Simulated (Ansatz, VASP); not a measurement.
# One calculation of Mo, two programs

```
Mo
1.0
    -1.66526    1.57100    1.57100
     1.66526   -1.57100    1.57100
     1.66526    1.57100   -1.57100
Mo
1
Direct
  0.00000 0.00000 0.00000
```

Change from the starting cell: strain +0.0600 x Voigt [1, 0, 0, 0, 0, 0], atoms carried along.

Alike in both runs: task single point; functional PBE; k mesh 22 × 22 × 22; occupations gaussian, width 0.15 eV; no spin polarisation.

|  | VASP | Ansatz |
| --- | --- | --- |
| version | VASP 6.6.1 | Ansatz 0.2.0 |
| potentials or method | VASP PAW PBE potentials, release 64 (Mo_sv), cutoff 520 eV | scalar-relativistic, plane waves, PAW |
| valence electrons in the cell | 14 | 14 |

Ansatz gave:

```
gap on the k mesh at the Fermi level (eV)                     : none
pressure (GPa)                                                : -9.2
traceless stress, the component that is largest in VASP (GPa) : -9.91
```

Q: Estimate VASP's values.

A: gap on the k mesh at the Fermi level (eV): none; pressure (GPa): -8.8; traceless stress, the component that is largest in VASP (GPa): -9.91.

A gap of «none» marks a metal or a gap that the smearing closes.
